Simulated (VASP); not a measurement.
# S in VASP: a series of runs

S is run at these levels: PBE+D3(BJ); tasks: single point.

Program: VASP 6.6.1. These are calculated values, not measurements. Logs are shortened: lines on timing, memory, paths and dates and some standing lists are left out, and cuts for length are marked.

## Step 1: The cell of the first run

The cell holds a sheet with vacuum, 2 atoms: a = 2.353 Å, b = 2.353 Å, c = 18.000 Å, α = 90.00°, β = 90.00°, γ = 90.00°.

## Step 2: Single point, PBE+D3(BJ)

Contents of INCAR:

```
PREC = Accurate
ENCUT = 520
EDIFF = 1E-7
ISMEAR = 0
SIGMA = 0.1
LREAL = F
LASPH = T
NELM = 60
ALGO = Normal
ISIF = 2
LWAVE = F
LCHARG = F
LDIPOL = T
IDIPOL = 3
DIPOL = 0.5 0.5 0.500
GGA = PE
IVDW = 12
NBANDS = 13
```

Contents of KPOINTS:

```
regular mesh
0
Gamma
  8 8 1
```

Contents of POSCAR:

```
S
1.0
    2.3526667500      0.0000000000      0.0000000000
    0.0000000000      2.3526667500      0.0000000000
    0.0000000000      0.0000000000     18.0000000000
S
2
Direct
    0.5000000000      0.5000000000      0.4037500000
    0.5000000000      0.5000000000      0.5962500000
```

Potentials or basis: VASP PAW PBE potentials, release 64 (S).

Run with:

```
> cat potpaw_PBE.64/S/POTCAR > POTCAR
> mpirun -np 1 vasp_std > vasp.out
```

OUTCAR:

```text
PREC = Accurate
   ENCUT = 520
   EDIFF = 1E-7
   ISMEAR = 0
   LREAL = F
   LASPH = T
   NELM = 60
   ISIF = 2
   GGA = PE
   IVDW = 12
 IVDW          = 12

 ion  position               nearest neighbor table
   1  0.500  0.500  0.404-
   2  0.500  0.500  0.596-

  LATTYP: Found a simple tetragonal cell.
 ALAT       =     2.3526667500
 C/A-ratio  =     7.6508923331

  Lattice vectors:

 A1 = (   2.3526667500,   0.0000000000,   0.0000000000)
 A2 = (   0.0000000000,   2.3526667500,   0.0000000000)
 A3 = (   0.0000000000,   0.0000000000,  18.0000000000)

Analysis of symmetry for initial positions (statically):
=====================================================================
 Subroutine PRICEL returns:
 Original cell was already a primitive cell.

 Routine SETGRP: Setting up the symmetry group for a
 simple tetragonal supercell.

 Subroutine GETGRP returns: Found 16 space group operations
 (whereof 16 operations were pure point group operations)
 out of a pool of 16 trial point group operations.

The static configuration has the point symmetry D_4h.

Analysis of symmetry for dynamics (positions and initial velocities):
=====================================================================
 Subroutine PRICEL returns:
 Original cell was already a primitive cell.

 Routine SETGRP: Setting up the symmetry group for a
 simple tetragonal supercell.

 Subroutine GETGRP returns: Found 16 space group operations
 (whereof 16 operations were pure point group operations)
 out of a pool of 16 trial point group operations.

The dynamic configuration has the point symmetry D_4h.

 Subroutine INISYM returns: Found 16 space group operations
 (whereof 16 operations are pure point group operations),
 and found     1 'primitive' translations

----------------------------------------------------------------------------------------

                                     Primitive cell

  volume of cell :      99.6307

  direct lattice vectors                    reciprocal lattice vectors
     2.352666750  0.000000000  0.000000000     0.425049574  0.000000000  0.000000000
     0.000000000  2.352666750  0.000000000     0.000000000  0.425049574  0.000000000
     0.000000000  0.000000000 18.000000000     0.000000000  0.000000000  0.055555556

  length of vectors
     2.352666750  2.352666750 18.000000000     0.425049574  0.425049574  0.055555556

  position of ions in fractional coordinates (direct lattice)
     0.500000000  0.500000000  0.403750000
     0.500000000  0.500000000  0.596250000

  ion indices of the primitive-cell ions
   primitive index   ion index
[... 83 lines left out ...]
     AMIX     =   0.40;   BMIX     =  1.00
     AMIX_MAG =   1.60;   BMIX_MAG =  1.00
  volume/ion in A,a.u.               =      49.82       336.17
  Fermi-wavevector in a.u.,A,eV,Ry     =   0.808483  1.527811  8.893373  0.653644
  Thomas-Fermi vector in A             =   1.917297
   LORBIT       =      0    0 simple, 1 ext, 2 COOP (PROOUT), +10 PAW based schemes
   GGA     = PE    functional components
   LHFCALC =     F    Hartree Fock is set to
   AEXX    =    0.0000 exact exchange contribution
   IVDW    =    12    specifies the selected vdW correction
   LEPSILON=     F    determine dielectric tensor
   LRPA    =     F    only Hartree local field effects (RPA)
 non-spin polarized calculation
 Gauss-broadening in eV      SIGMA  =   0.10
  energy-cutoff  :      520.00
  volume of cell :       99.63
 maximum number of plane-waves:      2711
 NGX is ok and might be reduce to    18
   NGX =  9   NGY =  9   NGZ = 67

 dipolmoment           0.000000      0.000000     -0.000000 electrons x Angstroem

 number of electron      12.0000001 magnetization

 dipolmoment           0.000000      0.000000      0.000000 electrons x Angstroem

 Free energy of the ion-electron system (eV)
  ---------------------------------------------------
  ext. energy  EPLUGINS =         0.00000000
  ---------------------------------------------------
  free energy    TOTEN  =        -7.22087004 eV

  energy without entropy =       -7.21142159  energy(sigma->0) =       -7.21614582

 E-fermi :  -1.4009     XC(G=0):  -4.2752

 val. band max:       -1.5015646443   @ k =   0.3750   0.2500   0.0000
 cond. band min:      -1.3659637777   @ k =   0.3750   0.2500   0.0000
 fundamental gap:      0.1356008666
 Fermi energy:        -1.4008606778

 k-point     1 :       0.0000    0.0000    0.0000
  band No.  band energies     occupation
      1     -18.3102      2.00000
      2     -18.1214      2.00000
      3      -7.0356      2.00000
      4      -5.6961      2.00000
      5       2.6624      0.00000
      6       3.2052      0.00000
      7       3.2052      0.00000
      8       3.2819      0.00000
      9       3.2819      0.00000
     10       3.5697      0.00000
     11       4.3551      0.00000
     12       6.0655      0.00000
     13       6.0824      0.00000
[... 210 lines left out ...]
  band No.  band energies     occupation
      1      -9.3320      2.00000
      2      -9.1456      2.00000
      3      -6.6005      2.00000
      4      -6.6005      2.00000
      5      -6.4833      2.00000
      6      -6.4833      2.00000
      7      -0.3353      0.00000
      8       0.4614      0.00000
      9       1.9383      0.00000
     10       2.2183      0.00000
     11       7.6139      0.00000
     12       7.6139      0.00000
     13       9.0493      0.00000

------------------------ aborting loop because EDIFF is reached ----------------------------------------

 vacuum level on the upper side and lower side of the slab       (xc-potential included)        -0.077        -0.077

 Edisp (eV)   -0.45629

 E8    (eV) :    -0.1705

  FORCE on cell =-STRESS in cart. coord.  units (eV):
  Direction    XX          YY          ZZ          XY          YZ          ZX
  --------------------------------------------------------------------------------------
  -------------------------------------------------------------------------------------
  Total       0.30038     0.30038    -0.12375     0.00000     0.00000     0.00000
  in kB       4.83047     4.83047    -1.98998     0.00000     0.00000     0.00000
  external pressure =        2.56 kB  Pullay stress =        0.00 kB

 VOLUME and BASIS-vectors are now :
 -----------------------------------------------------------------------------
  energy-cutoff  :      520.00
  volume of cell :       99.63
      direct lattice vectors                 reciprocal lattice vectors
     2.352666750  0.000000000  0.000000000     0.425049574  0.000000000  0.000000000
     0.000000000  2.352666750  0.000000000     0.000000000  0.425049574  0.000000000
     0.000000000  0.000000000 18.000000000     0.000000000  0.000000000  0.055555556

 POSITION                                       TOTAL-FORCE (eV/Angst)
 -----------------------------------------------------------------------------------
      1.17633      1.17633      7.26750         0.000000      0.000000      0.030483
      1.17633      1.17633     10.73250         0.000000      0.000000     -0.030483
 -----------------------------------------------------------------------------------
    total drift:                                0.000000     -0.000000      0.000000

  FREE ENERGIE OF THE ION-ELECTRON SYSTEM (eV)
  ---------------------------------------------------
  free  energy   TOTEN  =        -7.6771588044 eV

  energy  without entropy=       -7.6677103573  energy(sigma->0) =       -7.67243458

 vacuum level on the upper side and lower side of the slab         4.053         4.053
```

stdout:

```text
POSCAR found type information on POSCAR S
 POSCAR found :  1 types and       2 ions
 scaLAPACK will be used
 LDA part: xc-table for (Slater+PW92), standard interpolation
 POSCAR, INCAR and KPOINTS ok, starting setup
 FFT: planning ... GRIDC
 FFT: planning ... GRID_SOFT
 FFT: planning ... GRID
 WAVECAR not read
 entering main loop
```

It took 13 s on 1 thread of AMD EPYC 9R45 (Zen 5), shared host; peak memory 0.17 GiB.

Results:

| Quantity | Value |
| --- | --- |
| Free energy | -7.6772 eV |
| Largest force | 0.030 eV/Å |
| Band gap on the k mesh | zero (bands 6 and 7 overlap by 5.19 eV) |
| Dispersion energy per atom | -0.228 eV |

Forces in eV/Å, atoms in the order of the input:
```
S    0.000  0.000  0.030
S    0.000  0.000 -0.030
```

Levels at points of the mesh, in eV from the Fermi level:
| k point | band 3 | band 4 | band 5 | band 6 | band 7 | band 8 | band 9 | band 10 |
| --- | --- | --- | --- | --- | --- | --- | --- | --- |
| (0.00, 0.00, 0.00) | -5.63 | -4.30 | 4.06 | 4.61 | 4.61 | 4.68 | 4.68 | 4.97 |
| (0.50, 0.00, 0.00) | -8.27 | -8.10 | -2.03 | -1.00 | 4.68 | 6.44 | 6.91 | 6.96 |
| (0.50, 0.50, 0.00) | -5.20 | -5.20 | -5.08 | -5.08 | 1.07 | 1.86 | 3.34 | 3.62 |

## Step 3: Single point, PBE+D3(BJ)

Contents of INCAR:

```
SYSTEM = S
ALGO = Normal
DIPOL = 0.5 0.5 0.500
EDIFF = 1E-6
ENCUT = 520
GGA = PE
IDIPOL = 3
ISIF = 2
ISMEAR = 0
IVDW = 12
LASPH = .TRUE.
LCHARG = .FALSE.
LDIPOL = .TRUE.
LREAL = .FALSE.
LWAVE = .FALSE.
NBANDS = 13
NELM = 80
PREC = Accurate
SIGMA = 0.1
```

Contents of KPOINTS:

```
k-points
0
G
  8 8 1
  0 0 0
```

POSCAR is that of step 2.

Potentials or basis: VASP PAW PBE potentials, release 64 (S).

Run with:

```
> cat potpaw_PBE.64/S/POTCAR > POTCAR
> mpirun -np 1 vasp_std > vasp.out
```

It took 10 s on 1 thread of AMD EPYC 9R45 (Zen 5), shared host; peak memory 0.16 GiB.

The run converged. Its results:

```
Free energy                : -7.6772 eV
Largest force              : 0.031 eV/Å
Band gap on the k mesh     : zero (bands 6 and 7 overlap by 5.19 eV)
Dispersion energy per atom : -0.228 eV
```

Forces on the atoms (eV/Å):
```
S    0.000  0.000  0.031
S    0.000  0.000 -0.031
```

Levels at points of the mesh, in eV from the Fermi level:
| k point | band 3 | band 4 | band 5 | band 6 | band 7 | band 8 | band 9 | band 10 |
| --- | --- | --- | --- | --- | --- | --- | --- | --- |
| (0.00, 0.00, 0.00) | -5.63 | -4.30 | 4.06 | 4.61 | 4.61 | 4.68 | 4.68 | 4.97 |
| (0.50, 0.00, 0.00) | -8.27 | -8.10 | -2.03 | -1.00 | 4.68 | 6.44 | 6.91 | 6.96 |
| (0.50, 0.50, 0.00) | -5.20 | -5.20 | -5.08 | -5.08 | 1.07 | 1.86 | 3.34 | 3.62 |

## Step 4: Single point, PBE+D3(BJ)

This run uses another cell than the first one.

Contents of INCAR:

```
PREC = Accurate
ENCUT = 520
EDIFF = 1E-6
ISMEAR = 0
SIGMA = 0.1
LREAL = F
LASPH = T
NELM = 80
ALGO = Normal
ISIF = 2
LWAVE = F
LCHARG = F
LDIPOL = T
IDIPOL = 3
DIPOL = 0.5 0.5 0.293
GGA = PE
IVDW = 12
NBANDS = 13
```

Contents of KPOINTS:

```
Automatic mesh
0
Gamma
  8 8 1
```

Contents of POSCAR:

```
S
1.0
    2.3628963325      0.0000000000      0.0000000000
    0.0000000000      2.3628963325      0.0000000000
    0.0000000000      0.0000000000     30.7300000000
S
2
Direct
    0.5000000000      0.5000000000      0.2374464549
    0.5000000000      0.5000000000      0.3483003723
```

Potentials or basis: VASP PAW PBE potentials, release 64 (S).

Run with:

```
> cat potpaw_PBE.64/S/POTCAR > POTCAR
> mpirun -np 1 vasp_std > vasp.out
```

OUTCAR:

```text
PREC = Accurate
   ENCUT = 520
   EDIFF = 1E-6
   ISMEAR = 0
   LREAL = F
   LASPH = T
   NELM = 80
   ISIF = 2
   GGA = PE
   IVDW = 12
 IVDW          = 12

 ion  position               nearest neighbor table
   1  0.500  0.500  0.237-
   2  0.500  0.500  0.348-

  LATTYP: Found a simple tetragonal cell.
 ALAT       =     2.3628963325
 C/A-ratio  =    13.0052256535

  Lattice vectors:

 A1 = (   2.3628963325,   0.0000000000,   0.0000000000)
 A2 = (   0.0000000000,   2.3628963325,   0.0000000000)
 A3 = (   0.0000000000,   0.0000000000,  30.7300000000)

Analysis of symmetry for initial positions (statically):
=====================================================================
 Subroutine PRICEL returns:
 Original cell was already a primitive cell.

 Routine SETGRP: Setting up the symmetry group for a
 simple tetragonal supercell.

 Subroutine GETGRP returns: Found 16 space group operations
 (whereof  8 operations were pure point group operations)
 out of a pool of 16 trial point group operations.

The static configuration has the point symmetry C_4v.
 The point group associated with its full space group is D_4h.

Analysis of symmetry for dynamics (positions and initial velocities):
=====================================================================
 Subroutine PRICEL returns:
 Original cell was already a primitive cell.

 Routine SETGRP: Setting up the symmetry group for a
 simple tetragonal supercell.

 Subroutine GETGRP returns: Found 16 space group operations
 (whereof  8 operations were pure point group operations)
 out of a pool of 16 trial point group operations.

The dynamic configuration has the point symmetry C_4v.
 The point group associated with its full space group is D_4h.

 Subroutine INISYM returns: Found 16 space group operations
 (whereof  8 operations are pure point group operations),
 and found     1 'primitive' translations

----------------------------------------------------------------------------------------

                                     Primitive cell

  volume of cell :     171.5742
[... 119 lines left out ...]

 number of electron      12.0000002 magnetization

 dipolmoment           0.000000      0.000000      0.000001 electrons x Angstroem

 Free energy of the ion-electron system (eV)
  ---------------------------------------------------
  ext. energy  EPLUGINS =         0.00000000
  ---------------------------------------------------
  free energy    TOTEN  =        -7.22113161 eV

  energy without entropy =       -7.21323398  energy(sigma->0) =       -7.21718280

 E-fermi :  -3.1914     XC(G=0):  -2.5363

 val. band max:       -3.3096911897   @ k =   0.3750   0.2500   0.0000
 cond. band min:      -3.1535172269   @ k =   0.3750   0.2500   0.0000
 fundamental gap:      0.1561739628
 Fermi energy:        -3.1913565153

 k-point     1 :       0.0000    0.0000    0.0000
  band No.  band energies     occupation
      1     -19.9785      2.00000
      2     -19.7618      2.00000
      3      -8.7740      2.00000
      4      -7.3216      2.00000
      5       0.9824      0.00000
      6       1.3467      0.00000
      7       1.3467      0.00000
      8       1.4364      0.00000
      9       1.4364      0.00000
     10       1.8008      0.00000
     11       2.3926      0.00000
     12       2.6918      0.00000
     13       2.8830      0.00000
[... 210 lines left out ...]
  band No.  band energies     occupation
      1     -11.1812      2.00000
      2     -10.9665      2.00000
      3      -8.3170      2.00000
      4      -8.3170      2.00000
      5      -8.1809      2.00000
      6      -8.1809      2.00000
      7      -2.1823      0.00000
      8      -1.2914      0.00000
      9       0.2289      0.00000
     10       0.5461      0.00000
     11       5.8046      0.00000
     12       5.8046      0.00000
     13       7.3588      0.00000

------------------------ aborting loop because EDIFF is reached ----------------------------------------

 vacuum level on the upper side and lower side of the slab       (xc-potential included)        -0.009        -0.010

 Edisp (eV)   -0.45685

 E8    (eV) :    -0.1714

  FORCE on cell =-STRESS in cart. coord.  units (eV):
  Direction    XX          YY          ZZ          XY          YZ          ZX
  --------------------------------------------------------------------------------------
  -------------------------------------------------------------------------------------
  Total      -0.05769    -0.05769    -0.01117     0.00000     0.00000     0.00000
  in kB      -0.53870    -0.53870    -0.10427     0.00000     0.00000     0.00000
  external pressure =       -0.39 kB  Pullay stress =        0.00 kB

 VOLUME and BASIS-vectors are now :
 -----------------------------------------------------------------------------
  energy-cutoff  :      520.00
  volume of cell :      171.57
      direct lattice vectors                 reciprocal lattice vectors
     2.362896333  0.000000000  0.000000000     0.423209426  0.000000000  0.000000000
     0.000000000  2.362896333  0.000000000     0.000000000  0.423209426  0.000000000
     0.000000000  0.000000000 30.730000000     0.000000000  0.000000000  0.032541490

 POSITION                                       TOTAL-FORCE (eV/Angst)
 -----------------------------------------------------------------------------------
      1.18145      1.18145      7.29673        -0.000000     -0.000000     -0.000836
      1.18145      1.18145     10.70327         0.000000      0.000000      0.000836
 -----------------------------------------------------------------------------------
    total drift:                               -0.000000      0.000000      0.000010

  FREE ENERGIE OF THE ION-ELECTRON SYSTEM (eV)
  ---------------------------------------------------
  free  energy   TOTEN  =        -7.6779782930 eV

  energy  without entropy=       -7.6700806697  energy(sigma->0) =       -7.67402948

 vacuum level on the upper side and lower side of the slab         2.388         2.388
```

OSZICAR:

```text
N       E                     dE             d eps       ncg     rms          rms(c)
DAV:   1     0.940458589733E+02    0.94046E+02   -0.39799E+03   390   0.645E+02
DAV:   2     0.237521994236E+01   -0.91671E+02   -0.74822E+02   617   0.119E+02
DAV:   3    -0.710581032936E+01   -0.94810E+01   -0.94430E+01   526   0.513E+01
DAV:   4    -0.724471856912E+01   -0.13891E+00   -0.13854E+00   546   0.777E+00
DAV:   5    -0.724705463272E+01   -0.23361E-02   -0.23349E-02   523   0.939E-01    0.150E+01
DAV:   6    -0.722508023274E+01    0.21974E-01   -0.21935E-02   518   0.822E-01    0.940E+00
DAV:   7    -0.722162699034E+01    0.34532E-02   -0.38926E-02   441   0.111E+00    0.508E-01
DAV:   8    -0.722109542127E+01    0.53157E-03   -0.26234E-03   463   0.307E-01    0.673E-02
DAV:   9    -0.722108559057E+01    0.98307E-05   -0.27987E-04   532   0.959E-02    0.902E-02
DAV:  10    -0.722110201074E+01   -0.16420E-04   -0.16864E-05   478   0.280E-02    0.235E-02
DAV:  11    -0.722111008636E+01   -0.80756E-05   -0.16209E-06   438   0.765E-03    0.156E-03
DAV:  12    -0.722111543822E+01   -0.53519E-05   -0.33973E-07   353   0.310E-03    0.404E-03
DAV:  13    -0.722112421139E+01   -0.87732E-05   -0.66811E-07   380   0.278E-03    0.126E-03
DAV:  14    -0.722112742200E+01   -0.32106E-05   -0.13552E-07   370   0.127E-03    0.419E-04
DAV:  15    -0.722113119572E+01   -0.37737E-05   -0.23211E-07   345   0.163E-03    0.196E-04
DAV:  16    -0.722113160718E+01   -0.41146E-06   -0.14289E-08   372   0.524E-04
   1 F= -.76779783E+01 E0= -.76740295E+01  d E =-.789762E-02
```

Wall time 18 s (1 thread of AMD EPYC 9R45 (Zen 5), shared host); peak memory 0.23 GiB.

What came out:

```yaml
Free_energy: -7.6780 eV
Band_gap_on_the_k_mesh: zero (bands 6 and 7 overlap by 5.14 eV)
Dispersion_energy_per_atom: -0.228 eV
```

## Step 5: Single point, PBE+D3(BJ)

This run uses another cell than the first one.

Contents of INCAR:

```
ALGO = Normal
DIPOL = 0.5 0.5 0.293
EDIFF = 1E-7
ENCUT = 520
GGA = PE
IDIPOL = 3
ISIF = 2
ISMEAR = 0
IVDW = 12
LASPH = T
LCHARG = F
LDIPOL = T
LREAL = F
LWAVE = F
NBANDS = 13
NELM = 80
PREC = Accurate
SIGMA = 0.1
```

Contents of KPOINTS:

```
k-points
0
Gamma
  24 24 1
```

Contents of POSCAR:

```
S
1.0
    2.3526832939      0.0000000000      0.0000000000
    0.0000000000      2.3526832939      0.0000000000
    0.0000000000      0.0000000000     30.7300000000
S
2
Direct
    0.5000000000      0.5000000000      0.2357550649
    0.5000000000      0.5000000000      0.3499917623
```

Run with:

```
> cat potpaw_PBE.64/S/POTCAR > POTCAR
> mpirun -np 1 vasp_std > vasp.out
```

It took 1.9 min on 1 thread of AMD EPYC 9R45 (Zen 5), shared host; peak memory 0.32 GiB.

The run converged. Its results:

| Item | Value |
| --- | --- |
| Free energy | -7.7021 eV |
| Band gap on the k mesh | zero (bands 6 and 7 overlap by 6.06 eV) |
| Dispersion energy per atom | -0.226 eV |

Levels at points of the mesh, in eV from the Fermi level:
```tsv
k point	band 3	band 4	band 5	band 6	band 7	band 8	band 9	band 10
(0.00, 0.00, 0.00)	-5.63	-4.37	4.04	4.55	4.55	4.62	4.62	4.90
(0.50, 0.00, 0.00)	-8.32	-8.17	-2.03	-1.06	4.68	6.37	6.86	6.90
(0.50, 0.50, 0.00)	-5.25	-5.25	-5.15	-5.15	1.07	1.80	3.30	3.55
```

## Step 6: The runs side by side

| cell | k mesh | gap on the mesh (eV) |
| --- | --- | --- |
| a = 2.353, b = 2.353, c = 18.000 Å, 2 atoms, atomic positions A | 8 × 8 × 1 | none |
| a = 2.363, b = 2.363, c = 30.730 Å, 2 atoms, atomic positions B | 8 × 8 × 1 | none |
| a = 2.353, b = 2.353, c = 30.730 Å, 2 atoms, atomic positions C | 24 × 24 × 1 | none |

Alike in all rows: task single point; level PBE+D3(BJ); potentials or basis VASP PAW PBE potentials, release 64 (S); no spin polarisation; cutoff (eV) 520; smearing gaussian 0.1 eV.

Absolute energies hang on the potentials; compare differences alone.

The gap in the log of VASP goes by the Fermi energy; the results here count the filled bands.